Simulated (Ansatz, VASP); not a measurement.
Na: VASP beside Ansatz

File INCAR:

```
  PREC = Accurate
  ENCUT = 520
  EDIFF = 1E-7
  ISMEAR = 0
  SIGMA = 0.15
  LREAL = False
  LASPH = True
  NELM = 100
  ALGO = Normal
  ISIF = 2
  LWAVE = False
  LCHARG = True
  GGA = PE
  LELF = True
  LVHAR = True
  NBANDS = 10
```

The input KPOINTS:

```
regular mesh
0
Gamma
  16 16 16
```

The input POSCAR:

```
Na
1.0
   -2.1175000000      2.1175000000      2.0857375000
    2.1175000000     -2.1175000000      2.0857375000
    2.1175000000      2.1175000000     -2.0857375000
Na
1
Direct
    0.0000000000      0.0000000000      0.0000000000
```

Input for Ansatz:

```yaml
crystal:
  lattice:
    - [-2.1175, 2.1175, 2.0857375]
    - [2.1175, -2.1175, 2.0857375]
    - [2.1175, 2.1175, -2.0857375]
  atoms:
    - { symbol: Na, position: [0.0, 0.0, 0.0] }
basis:
  ecutwfc: 420
kpoints:
  mp_grid: { grid: [16, 16, 16] }
hamiltonian:
  xc: pbe
scf:
  occupations: { method: gaussian, width: 0.15 }
output:
  forces: true
  stress: true
  eigenvalues: true
```

Change from the starting cell: strain +0.000 along x and y, -0.015 along z, atoms carried along.

Alike in both runs: task single point; functional PBE; k mesh 16 × 16 × 16; occupations gaussian, width 0.15 eV; no spin polarisation.

|  | VASP | Ansatz |
| --- | --- | --- |
| version | VASP 6.6.1 | Ansatz 0.2.0 |
| potentials or method | VASP PAW PBE potentials, release 64 (Na_pv), cutoff 520 eV | scalar-relativistic, plane waves, PAW |
| valence electrons in the cell | 7 | 9 |

|  | VASP | Ansatz | Ansatz less VASP |
| --- | --- | --- | --- |
| gap on the k mesh at the Fermi level (eV) | none | none | - |
| pressure (GPa) | -0.1 | -0.1 | 0.00 |

A gap of «none» marks a metal or a gap that the smearing closes. VASP's potentials hold 7 valence electrons a cell and Ansatz's 9, so a difference there can come from the potentials and not from the codes.
